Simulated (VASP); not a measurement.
Runs of VASP 6.6.1 on C. The structure is that of space group P6_122 (No. 178), or close to it. The cells are those of the table. 

```tsv
task	cell	k mesh	cutoff (eV)	smearing	gap on the mesh (eV)	pressure (GPa)	largest force (eV/Å)
single point	a = 3.572, b = 3.572, c = 3.377 Å, angles 90.0, 90.0, 120.0°, 6 atoms	6 × 6 × 8	520	gaussian 0.02 eV	4.28	0.6	0.01
relaxation of cell and atoms	relaxed from a = 3.498, b = 3.498, c = 3.312 Å, angles 90.0, 90.0, 120.0°, 6 atoms	6 × 6 × 6	600	gaussian 0.1 eV	4.17	-0.2	0.01
single point	a = 3.572, b = 3.572, c = 3.377 Å, angles 90.0, 90.0, 120.0°, 6 atoms	6 × 6 × 6	520	gaussian 0.1 eV	4.16	0.6	0.01
single point	a = 3.498, b = 3.498, c = 3.312 Å, angles 90.0, 90.0, 120.0°, 6 atoms	6 × 6 × 6	520	gaussian 0.1 eV	(a)	28.9	(b)
```

Alike in all rows: level PBE; potentials or basis VASP PAW PBE potentials, release 64 (C); no spin polarisation.

Q: Fill in the values left out.

A: (a) 4.12; (b) 0.70.

A k mesh can miss the band edges.
